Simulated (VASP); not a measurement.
Wanted: the native input for a VASP 6.6.1 run.

- Task: single point
- Functional: PBE
- Potentials or basis: VASP PAW PBE potentials, release 64 (B, N)
- Cutoff: 520 eV
- k mesh: 12 × 12 × 6
- Occupations: fermi-dirac, width 0.05 eV
- Spin: no spin polarisation
- Dipole correction: no
- Further INCAR settings: ALGO = Normal; EDIFF = 1e-07; NBANDS = 16

The structure of BN (wurtzite type) lies in POSCAR:

```
BN
1.0
    2.3694419887      0.0000000000      0.0000000000
   -1.1847209944      2.0519969550      0.0000000000
    0.0000000000      0.0000000000      3.9284586604
B N
2 2
Direct
    0.3333333333      0.6666666667      0.0014940786
    0.6666666667      0.3333333333      0.5014940786
    0.3333333333      0.6666666667      0.3745059214
    0.6666666667      0.3333333333      0.8745059214
```

This cell differs from its parent crystal: volume scaled by 0.8.

The input as run:

INCAR

```
SYSTEM = BN
PREC = Accurate
ENCUT = 520
EDIFF = 1E-7
ISMEAR = -1
SIGMA = 0.05
LREAL = .FALSE.
LASPH = .TRUE.
NELM = 80
ALGO = Normal
ISIF = 2
LWAVE = .FALSE.
LCHARG = .FALSE.
GGA = PE
NBANDS = 16
```

KPOINTS

```
regular mesh
0
G
  12 12 6
  0 0 0
```

Potentials or basis: VASP PAW PBE potentials, release 64 (B, N).

Launch:

```console
$ cat potpaw_PBE.64/B/POTCAR potpaw_PBE.64/N/POTCAR > POTCAR
$ mpirun -np 1 vasp_std > vasp.out
```

Results of the run:

```json
{
 "Pressure": "125.3 GPa",
 "Band gap on the k mesh": "4.61 eV, indirect (least direct gap 9.21 eV)"
}
```

Wall time 9.1 s on 1 thread of Intel(R) Xeon(R) 6975P-C (Granite Rapids), on a shared host, peak memory 0.13 GiB.
